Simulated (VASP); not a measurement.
Write the native input for VASP 6.6.1 that does the following.

- Task: single point
- Functional: PBE
- Potentials or basis: VASP PAW PBE potentials, release 64 (Ca_sv, O)
- Cutoff: 520 eV
- k mesh: 12 × 12 × 12
- Occupations: gaussian, width 0.05 eV
- Spin: no spin polarisation
- Dipole correction: no
- Further INCAR settings: ALGO = Normal; EDIFF = 1e-06; NBANDS = 15

The structure of CaO lies in POSCAR:

```
CaO
1.0
    0.0000000000      2.4472080909      2.4472080909
    2.4472080909      0.0000000000      2.4472080909
    2.4472080909      2.4472080909      0.0000000000
Ca O
1 1
Direct
    0.5000000000      0.5000000000      0.5000000000
    0.0000000000      0.0000000000      0.0000000000
```

This cell differs from its parent crystal: volume scaled by 1.040.

One way to write it, as run:

INCAR

```
SYSTEM = CaO
  ALGO = Normal
  EDIFF = 1E-6
  ENCUT = 520
  GGA = PE
  ISIF = 2
  ISMEAR = 0
  LASPH = .TRUE.
  LCHARG = .FALSE.
  LREAL = .FALSE.
  LWAVE = .FALSE.
  NBANDS = 15
  NELM = 100
  PREC = Accurate
  SIGMA = 0.05
```

KPOINTS

```
k-points
0
G
  12 12 12
  0 0 0
```

Potentials or basis: VASP PAW PBE potentials, release 64 (Ca_sv, O).

Run with:

```console
$ cat potpaw_PBE.64/Ca_sv/POTCAR potpaw_PBE.64/O/POTCAR > POTCAR
$ mpirun -np 1 vasp_std > vasp.out
```

Results of the run:

The pressure is -3.4 GPa and the band gap on the k mesh is 3.64 eV, indirect (least direct gap 4.03 eV).

Run time: 18 s on 1 thread of Intel(R) Xeon(R) Platinum 8488C (Sapphire Rapids), on a shared host, peak memory 0.17 GiB.
